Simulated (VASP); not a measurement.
TePb, 2 atoms in the cell. It takes space group F-43m (No. 216, cubic). The conventional cell has a = 7.134 Å, b = 7.134 Å, c = 7.134 Å, α = 90.00°, β = 90.00°, γ = 90.00°. Within 4.1 Å of Pb (site symmetry -43m) lie 4 Te at 3.09 Å. Within 4.1 Å of Te (site symmetry -43m) lie 4 Pb at 3.09 Å. 

```yaml
Program: VASP 6.6.1
Task: single point
Functional: r2SCAN
Potentials_or_basis: VASP PAW PBE potentials, release 64 (Pb_d, Te)
Cutoff: 520 eV
k_mesh: 6 × 6 × 6
Occupations: gaussian, width 0.01 eV
Spin: no spin polarisation
Dipole_correction: no
Further_INCAR_settings: ALGO = Normal; EDIFF = 1e-07; NBANDS = 17
```

Potentials or basis: VASP PAW PBE potentials, release 64 (Pb_d, Te).

The run is started by

```sh
$ cat potpaw_PBE.64/Pb_d/POTCAR potpaw_PBE.64/Te/POTCAR > POTCAR
$ cp INCAR.step1 INCAR
$ mpirun -np 1 vasp_std > vasp.out
$ cp INCAR.step2 INCAR
$ mpirun -np 1 vasp_std > vasp.out
```

Hardware: 1 thread of Intel(R) Xeon(R) Platinum 8488C (Sapphire Rapids), on a shared host.

**Question.** How long does it take, and how much memory?

**Answer.** Wall time 110 s on 1 thread of Intel(R) Xeon(R) Platinum 8488C (Sapphire Rapids), with other jobs on the host, peak memory 0.26 GiB. Counts: k points 16.
